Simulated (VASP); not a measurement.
# InSb (F-43m) in VASP: settings compared

InSb is run at these levels: PBEsol, LDA; tasks: relaxation of cell and atoms, single point.

Everything below comes from runs of VASP 6.6.1. Logs are shortened: lines on timing, memory, paths and dates and some standing lists are left out, and cuts for length are marked.

## Step 1: The cell of the first run

Symmetry: F-43m, No. 216, cubic system. The conventional cell has a = 6.478 Å, b = 6.478 Å, c = 6.478 Å, α = 90.00°, β = 90.00°, γ = 90.00°. In (site symmetry -43m) has 4 Sb at 2.81 Å within 3.7 Å. Within 3.7 Å of Sb (site symmetry -43m) lie 4 In at 2.81 Å.

## Step 2: Relaxation of cell and atoms, PBEsol

INCAR

```
PREC = Accurate
ENCUT = 600
EDIFF = 1E-7
ISMEAR = 0
SIGMA = 0.1
LREAL = F
LASPH = T
NELM = 80
ALGO = Normal
ISIF = 3
LWAVE = F
LCHARG = F
GGA = PS
IBRION = 2
NSW = 70
EDIFFG = -0.005
```

KPOINTS

```
regular mesh
0
Gamma
  8 8 8
```

POSCAR

```
InSb
1.0
    0.0000000000      3.2391000000      3.2391000000
    3.2391000000      0.0000000000      3.2391000000
    3.2391000000      3.2391000000      0.0000000000
In Sb
1 1
Direct
    0.0000000000      0.0000000000      0.0000000000
    0.2500000000      0.2500000000      0.2500000000
```

Potentials or basis: VASP PAW PBE potentials, release 64 (In_d, Sb).

Command:

```
$ cat potpaw_PBE.64/In_d/POTCAR potpaw_PBE.64/Sb/POTCAR > POTCAR
$ mpirun -np 1 vasp_std > vasp.out
```

OUTCAR:

```text
PREC = Accurate
   ENCUT = 600
   EDIFF = 1E-7
   ISMEAR = 0
   LREAL = F
   LASPH = T
   NELM = 80
   ISIF = 3
   GGA = PS
   IBRION = 2
   NSW = 70
   EDIFFG = -0.005

 ion  position               nearest neighbor table
   1  0.000  0.000  0.000-   2 2.81   2 2.81   2 2.81   2 2.81
   2  0.250  0.250  0.250-   1 2.81   1 2.81   1 2.81   1 2.81

  LATTYP: Found a face centered cubic cell.
 ALAT       =     6.4782000000

  Lattice vectors:

 A1 = (   0.0000000000,   3.2391000000,   3.2391000000)
 A2 = (   3.2391000000,   0.0000000000,   3.2391000000)
 A3 = (   3.2391000000,   3.2391000000,   0.0000000000)

Analysis of symmetry for initial positions (statically):
=====================================================================
 Subroutine PRICEL returns:
 Original cell was already a primitive cell.

 Routine SETGRP: Setting up the symmetry group for a
 face centered cubic supercell.

 Subroutine GETGRP returns: Found 24 space group operations
 (whereof 24 operations were pure point group operations)
 out of a pool of 48 trial point group operations.

The static configuration has the point symmetry T_d .

Analysis of symmetry for dynamics (positions and initial velocities):
=====================================================================
 Subroutine PRICEL returns:
 Original cell was already a primitive cell.

 Routine SETGRP: Setting up the symmetry group for a
 face centered cubic supercell.

 Subroutine GETGRP returns: Found 24 space group operations
 (whereof 24 operations were pure point group operations)
 out of a pool of 48 trial point group operations.

The dynamic configuration has the point symmetry T_d .

 Subroutine INISYM returns: Found 24 space group operations
 (whereof 24 operations are pure point group operations),
 and found     1 'primitive' translations

----------------------------------------------------------------------------------------

                                     Primitive cell

  volume of cell :      67.9678

  direct lattice vectors                    reciprocal lattice vectors
     0.000000000  3.239100000  3.239100000    -0.154363867  0.154363867  0.154363867
     3.239100000  0.000000000  3.239100000     0.154363867 -0.154363867  0.154363867
     3.239100000  3.239100000  0.000000000     0.154363867  0.154363867 -0.154363867

  length of vectors
     4.580779150  4.580779150  4.580779150     0.267366060  0.267366060  0.267366060
[... 94 lines left out ...]
   EMIN   =  10.00;   EMAX   =-10.00  energy-range for DOS
   EFERMI =   0.00;   METHOD = LEGACY
   ISMEAR =     0;   SIGMA  =   0.10  broadening in eV -4-tet -1-fermi 0-gaus
   EFERMI_NEDOS =   21; number of points for ismear=-14 and -15
   IALGO  =     38    algorithm
   IMIX   =      4    mixing-type and parameters
     AMIX     =   0.40;   BMIX     =  1.00
     AMIX_MAG =   1.60;   BMIX_MAG =  1.00
  volume/ion in A,a.u.               =      33.98       229.33
  Fermi-wavevector in a.u.,A,eV,Ry     =   1.051311  1.986690 15.037912  1.105255
  Thomas-Fermi vector in A             =   2.186349
   LORBIT       =      0    0 simple, 1 ext, 2 COOP (PROOUT), +10 PAW based schemes
   GGA     = PS    functional components
   LHFCALC =     F    Hartree Fock is set to
   AEXX    =    0.0000 exact exchange contribution
   IVDW    =     0    specifies the selected vdW correction
   LEPSILON=     F    determine dielectric tensor
   LRPA    =     F    only Hartree local field effects (RPA)
 conjugate gradient relaxation of ions
 non-spin polarized calculation
 Gauss-broadening in eV      SIGMA  =   0.10
  energy-cutoff  :      600.00
  volume of cell :       67.97
 maximum number of plane-waves:      2280
 NGX is ok and might be reduce to    40
   NGX = 19   NGY = 19   NGZ = 19

--------------------------------------- Ionic step        1  -------------------------------------------

 number of electron      18.0000001 magnetization

 Free energy of the ion-electron system (eV)
  ---------------------------------------------------
  ext. energy  EPLUGINS =         0.00000000
  ---------------------------------------------------
  free energy    TOTEN  =        -7.69242752 eV

  energy without entropy =       -7.69212141  energy(sigma->0) =       -7.69227447

------------------------ aborting loop because EDIFF is reached ----------------------------------------

  FORCE on cell =-STRESS in cart. coord.  units (eV):
  Direction    XX          YY          ZZ          XY          YZ          ZX
  --------------------------------------------------------------------------------------
  -------------------------------------------------------------------------------------
  Total        0.3796064      0.3796064      0.3796064      0.0000000      0.0000000      0.0000000
  in kB        8.9483094      8.9483094      8.9483094      0.0000000      0.0000000      0.0000000
  external PRESSURE =       8.9483094 kB  Pullay stress =       0.0000000 kB
[... 23 lines left out ...]
--------------------------------------- Ionic step        2  -------------------------------------------

 number of electron      17.9999998 magnetization

 E-fermi :   4.7142     XC(G=0):  -8.7535

 val. band max:        4.6831127538   @ k =   0.0000   0.0000   0.0000
 cond. band min:       5.1080649727   @ k =   0.5000   0.0000   0.0000
 fundamental gap:      0.4249522189
 Fermi energy:         4.7141504190

 k-point     1 :       0.0000    0.0000    0.0000
  band No.  band energies     occupation
      1      -9.8030      2.00000
      2      -9.8030      2.00000
      3      -9.8030      2.00000
      4      -9.7239      2.00000
      5      -9.7239      2.00000
      6      -5.8973      2.00000
      7       4.2693      2.00000
      8       4.6831      1.33929
      9       4.6831      1.33929
     10       4.6831      1.33929
     11       7.6162      0.00000
     12       7.6162      0.00000
     13       7.6162      0.00000
[... 403 lines left out ...]
--------------------------------------- Ionic step        3  -------------------------------------------

 number of electron      17.9999999 magnetization

 Free energy of the ion-electron system (eV)
  ---------------------------------------------------
  ext. energy  EPLUGINS =         0.00000000
  ---------------------------------------------------
  free energy    TOTEN  =        -7.69616024 eV

  energy without entropy =       -7.69585213  energy(sigma->0) =       -7.69600618

 E-fermi :   4.7913     XC(G=0):  -8.7853

 val. band max:        4.7603443718   @ k =   0.0000   0.0000   0.0000
 cond. band min:       5.1977848964   @ k =   0.5000   0.0000   0.0000
 fundamental gap:      0.4374405246
 Fermi energy:         4.7913072542

 k-point     1 :       0.0000    0.0000    0.0000
  band No.  band energies     occupation
      1      -9.7410      2.00000
      2      -9.7410      2.00000
      3      -9.7410      2.00000
      4      -9.6599      2.00000
      5      -9.6599      2.00000
      6      -5.8664      2.00000
      7       4.3886      2.00000
      8       4.7603      1.33853
      9       4.7603      1.33853
     10       4.7603      1.33853
     11       7.6926      0.00000
     12       7.6926      0.00000
     13       7.6926      0.00000
[... 397 lines left out ...]
  FREE ENERGIE OF THE ION-ELECTRON SYSTEM (eV)
  ---------------------------------------------------
  free  energy   TOTEN  =        -7.6961602439 eV

  energy  without entropy=       -7.6958521258  energy(sigma->0) =       -7.69600618

 reached required accuracy - stopping structural energy minimisation
```

CONTCAR:

```text
InSb
   1.00000000000000
    -0.0000000000000000    3.2605891498662332    3.2605891498662332
     3.2605891498662332    0.0000000000000000    3.2605891498662332
     3.2605891498662332    3.2605891498662332    0.0000000000000000
  In              Sb
     1     1
Direct
     0.0000000000000000    0.0000000000000000    0.0000000000000000
     0.2500000000000000    0.2500000000000000    0.2500000000000000

  0.00000000E+00  0.00000000E+00  0.00000000E+00
  0.00000000E+00  0.00000000E+00  0.00000000E+00
```

Wall time 44 s (1 thread of Intel Xeon 6975P-C (Granite Rapids), shared host); peak memory 0.25 GiB.

What came out:

- Free energy: -7.6962 eV
- Relaxed volume: 34.66 Å³/atom
- Relaxed cell: a = 4.611 Å, b = 4.611 Å, c = 4.611 Å, α = 60.00°, β = 60.00°, γ = 60.00°
- Space group after relaxing (to 0.1 Å): F-43m (No. 216)
- Energy gained by relaxing: 1.9 meV/atom
- Ionic steps: 3
- Pressure after relaxing: 0.0 GPa
- Band gap on the k mesh: zero (filled and empty bands touch)

Step by step:
| step | energy change (eV) | largest force (eV/Å) | pressure (GPa) | volume (Å³) |
| --- | --- | --- | --- | --- |
| 1 | 0.0000 | 0.0000 | 0.89 | 67.97 |
| 2 | -0.0032 | 0.0000 | -0.32 | 69.85 |
| 3 | -0.0037 | 0.0000 | 0.00 | 69.33 |

Final structure:
```xyz
2
Lattice="0.0000 3.2606 3.2606 3.2606 0.0000 3.2606 3.2606 3.2606 0.0000" Properties=species:S:1:pos:R:3 pbc="T T T"
In    0.0000    0.0000    0.0000
Sb    1.6303    1.6303    1.6303
```

Caveat: semilocal functionals underestimate gaps, so a narrow gap can read as zero; the PAW data sets were made with another functional, which shifts forces and pressure a little; spin-orbit coupling is left out, which moves the levels of the heavy elements. Zero-point motion and thermal expansion aren't in these numbers.

## Step 3: Relaxation of cell and atoms, LDA

INCAR

```
PREC = Accurate
ENCUT = 600
EDIFF = 1E-6
ISMEAR = 0
SIGMA = 0.1
LREAL = F
LASPH = T
NELM = 100
ALGO = Normal
ISIF = 3
LWAVE = F
LCHARG = F
IBRION = 2
NSW = 70
EDIFFG = -0.005
```

KPOINTS

```
Automatic mesh
0
Gamma
  8 8 8
```

POSCAR is that of step 2.

Potentials or basis: VASP PAW LDA potentials, release 64 (In_d, Sb).

Command:

```
$ cat potpaw_LDA.64/In_d/POTCAR potpaw_LDA.64/Sb/POTCAR > POTCAR
$ mpirun -np 1 vasp_std > vasp.out
```

Wall time 34 s (1 thread of Intel Xeon 6975P-C (Granite Rapids), shared host); peak memory 0.21 GiB.

The run converged. Its results:

```
Free energy                           : -8.2118 eV
Relaxed volume                        : 33.63 Å³/atom
Relaxed cell                          : a = 4.565 Å, b = 4.565 Å, c = 4.565 Å, α = 60.00°, β = 60.00°, γ = 60.00°
Space group after relaxing (to 0.1 Å) : F-43m (No. 216)
Energy gained by relaxing             : 0.5 meV/atom
Ionic steps                           : 3
Pressure after relaxing               : 0.0 GPa
Band gap on the k mesh                : zero (filled and empty bands touch)
```

The path:
```csv
step,energy change (eV),largest force (eV/Å),pressure (GPa),volume (Å³)
1,0.0000,0.0000,-0.49,67.97
2,-0.0009,0.0000,0.19,66.96
3,-0.0011,0.0000,0.01,67.26
```

Final structure:
```xyz
2
Lattice="0.0000 3.2277 3.2277 3.2277 0.0000 3.2277 3.2277 3.2277 0.0000" Properties=species:S:1:pos:R:3 pbc="T T T"
In    0.0000    0.0000    0.0000
Sb    1.6139    1.6139    1.6139
```

Levels at points of the mesh, in eV from the Fermi level:
```csv
k point,band 6,band 7,band 8,band 9,band 10,band 11,band 12,band 13
"(0.00, 0.00, 0.00)",-10.87,-0.34,-0.03,-0.03,-0.03,2.88,2.88,2.88
"(0.50, 0.00, 0.00)",-9.48,-5.76,-1.06,-1.06,0.41,3.74,3.74,5.90
"(0.50, 0.50, 0.00)",-8.85,-6.06,-2.34,-2.34,1.20,1.21,8.08,8.08
```

Caveat: semilocal functionals underestimate gaps, so a narrow gap can read as zero; spin-orbit coupling is left out, which moves the levels of the heavy elements. Zero-point motion and thermal expansion aren't in these numbers.

## Step 4: Single point, PBEsol, non-collinear spin, zero start, spin-orbit coupling

This run uses another cell than the first one, of 34.66 Å³/atom.

INCAR

```
SYSTEM = InSb
PREC = Accurate
ENCUT = 520
EDIFF = 1E-7
ISMEAR = 0
SIGMA = 0.1
LREAL = .FALSE.
LASPH = .TRUE.
NELM = 150
ALGO = Normal
ISIF = 2
LWAVE = .FALSE.
LCHARG = .FALSE.
LNONCOLLINEAR = .TRUE.
MAGMOM = 0 0 0 0 0 0
LORBIT = 11
LSORBIT = .TRUE.
GGA_COMPAT = .FALSE.
LORBMOM = .TRUE.
GGA = PS
NBANDS = 30
```

KPOINTS

```
regular mesh
0
G
  8 8 8
  0 0 0
```

POSCAR

```
InSb
1.0
    0.0000000000      3.2604904160      3.2604904160
    3.2604904160      0.0000000000      3.2604904160
    3.2604904160      3.2604904160      0.0000000000
In Sb
1 1
Direct
    1.0000000000      0.0000000000      0.0000000000
    0.2500000000      0.2500000000      0.2500000000
```

Potentials or basis: VASP PAW PBE potentials, release 64 (In_d, Sb).

Command:

```
$ cat potpaw_PBE.64/In_d/POTCAR potpaw_PBE.64/Sb/POTCAR > POTCAR
$ mpirun -np 1 vasp_ncl > vasp.out
```

OUTCAR:

```text
SYSTEM = InSb
   PREC = Accurate
   ENCUT = 520
   EDIFF = 1E-7
   ISMEAR = 0
   LREAL = .FALSE.
   LASPH = .TRUE.
   NELM = 150
   ISIF = 2
   LNONCOLLINEAR = .TRUE.
   LORBIT = 11
   LSORBIT = .TRUE.
   GGA = PS

 ion  position               nearest neighbor table
   1  0.000  0.000  0.000-   2 2.82   2 2.82   2 2.82   2 2.82
   2  0.250  0.250  0.250-   1 2.82   1 2.82   1 2.82   1 2.82

  LATTYP: Found a face centered cubic cell.
 ALAT       =     6.5209808320

  Lattice vectors:

 A1 = (   0.0000000000,   3.2604904160,   3.2604904160)
 A2 = (   3.2604904160,   0.0000000000,   3.2604904160)
 A3 = (   3.2604904160,   3.2604904160,   0.0000000000)

Analysis of symmetry for initial positions (statically):
[... 1084 lines left out ...]
 l=   3
     0.0000000     0.0000000     0.0000000     0.0000000     0.0000000     0.0000000     0.0000000
     0.0000000     0.0000000     0.0000000     0.0000000     0.0000000     0.0000000     0.0000000
     0.0000000     0.0000000     0.0000000     0.0000000     0.0000000     0.0000000     0.0000000
     0.0000000     0.0000000     0.0000000     0.0000000     0.0000000     0.0000000     0.0000000
     0.0000000     0.0000000     0.0000000     0.0000000     0.0000000     0.0000000     0.0000000
     0.0000000     0.0000000     0.0000000     0.0000000     0.0000000     0.0000000     0.0000000
     0.0000000     0.0000000     0.0000000     0.0000000     0.0000000     0.0000000     0.0000000

 total charge

# of ion       s       p       d       tot
------------------------------------------
    1        0.872   0.701   9.864  11.437
    2        1.140   1.320   0.019   2.480
--------------------------------------------------
tot          2.013   2.021   9.883  13.917

 magnetization (x)

# of ion       s       p       d       tot
------------------------------------------
    1       -0.000   0.000  -0.000  -0.000
    2        0.000  -0.000   0.000  -0.000
--------------------------------------------------
tot         -0.000   0.000   0.000  -0.000

 magnetization (y)

# of ion       s       p       d       tot
------------------------------------------
    1        0.000   0.000   0.000   0.000
    2        0.000   0.000  -0.000   0.000
--------------------------------------------------
tot          0.000   0.000   0.000   0.000

 magnetization (z)

# of ion       s       p       d       tot
------------------------------------------
    1       -0.000   0.000  -0.000   0.000
    2        0.000  -0.000   0.000  -0.000
--------------------------------------------------
tot         -0.000   0.000   0.000   0.000
```

OSZICAR:

```text
N       E                     dE             d eps       ncg     rms          rms(c)
DAV:   1     0.148579060766E+03    0.14858E+03   -0.75684E+03  2580   0.121E+03
DAV:   2     0.664724015663E+01   -0.14193E+03   -0.13671E+03  2634   0.329E+02
DAV:   3    -0.734257936299E+01   -0.13990E+02   -0.13789E+02  3204   0.116E+02
DAV:   4    -0.790733999721E+01   -0.56476E+00   -0.56366E+00  3074   0.249E+01
DAV:   5    -0.794234337127E+01   -0.35003E-01   -0.35000E-01  3928   0.568E+00    0.427E+00
DAV:   6    -0.782061204427E+01    0.12173E+00   -0.16659E-01  3722   0.733E+00    0.240E+00
DAV:   7    -0.779950290843E+01    0.21109E-01   -0.72406E-02  3988   0.254E+00    0.132E+00
DAV:   8    -0.779832302286E+01    0.11799E-02   -0.34816E-03  3132   0.464E-01    0.530E-01
DAV:   9    -0.779822565190E+01    0.97371E-04   -0.25460E-03  3596   0.686E-01    0.152E-01
DAV:  10    -0.779838985835E+01   -0.16421E-03   -0.27480E-04  3182   0.239E-01    0.496E-02
DAV:  11    -0.779846228206E+01   -0.72424E-04   -0.87526E-05  3194   0.678E-02    0.247E-02
DAV:  12    -0.779846205917E+01    0.22289E-06   -0.26242E-06  3602   0.146E-02    0.157E-02
DAV:  13    -0.779846185238E+01    0.20679E-06   -0.43609E-07  2770   0.394E-03    0.856E-03
DAV:  14    -0.779846164666E+01    0.20572E-06   -0.31605E-07  2542   0.488E-03    0.182E-03
DAV:  15    -0.779846168154E+01   -0.34877E-07   -0.34399E-08  2008   0.275E-03
   1 F= -.77984617E+01 E0= -.77983421E+01  d E =-.239081E-03  mag=    -0.0000     0.0000     0.0000
```

stdout:

```text
POSCAR found type information on POSCAR InSb
 POSCAR found :  2 types and       2 ions
 scaLAPACK will be used
 -----------------------------------------------------------------------------
|                                                                             |
|                                                                             |
|     You enforced a specific xc type in the INCAR file but a different       |
|     I HOPE YOU KNOW WHAT YOU ARE DOING!                                     |
|                                                                             |
 -----------------------------------------------------------------------------

 LDA part: xc-table for (Slater+PW92), standard interpolation
 POSCAR, INCAR and KPOINTS ok, starting setup
 FFT: planning ... GRIDC
 FFT: planning ... GRID_SOFT
 FFT: planning ... GRID
 WAVECAR not read
 entering main loop
```

Run time: 2.1 min. Hardware: 1 thread of Intel Xeon 6975P-C (Granite Rapids), shared host; peak memory 0.45 GiB.

What came out:

| Item | Value |
| --- | --- |
| Free energy | -7.7985 eV |
| Pressure | 0.0 GPa |
| Net moment | 0.00 μB per cell |
| Valence electrons inside the program's atomic spheres | In 11.44; Sb 2.48 |

Moments on the atoms (μB; x, y, z):
```
In  0.00 0.00 0.00
Sb  0.00 0.00 0.00
```

Caveat: the PAW data sets were made with another functional, which shifts forces and pressure a little.

## Step 5: Summary

| task | level | potentials or basis | spin | cell | cutoff (eV) | gap on the mesh (eV) | pressure (GPa) | relaxed volume (Å³/atom) |
| --- | --- | --- | --- | --- | --- | --- | --- | --- |
| relaxation of cell and atoms | PBEsol | VASP PAW PBE potentials, release 64 (In_d, Sb) | off | relaxed from a = 4.581 Å, angles 60.0°, 2 atoms | 600 | none | 0.0 | 34.66 |
| relaxation of cell and atoms | LDA | VASP PAW LDA potentials, release 64 (In_d, Sb) | off | relaxed from a = 4.581 Å, angles 60.0°, 2 atoms | 600 | none | 0.0 | 33.63 |
| single point | PBEsol | VASP PAW PBE potentials, release 64 (In_d, Sb) | non-collinear, zero start, SOC | a = 4.611 Å, angles 60.0°, 2 atoms | 520 | - | 0.0 | - |

Alike in all rows: k mesh 8 × 8 × 8; smearing gaussian 0.1 eV.

Caveats: semilocal functionals underestimate gaps, so a narrow gap can read as zero (at least some runs); the PAW data sets were made with another functional, which shifts forces and pressure a little (at least some runs); spin-orbit coupling is left out, which moves the levels of the heavy elements (at least some runs).

Total energies depend on the potentials used, so only differences within one code and one set of settings carry meaning.
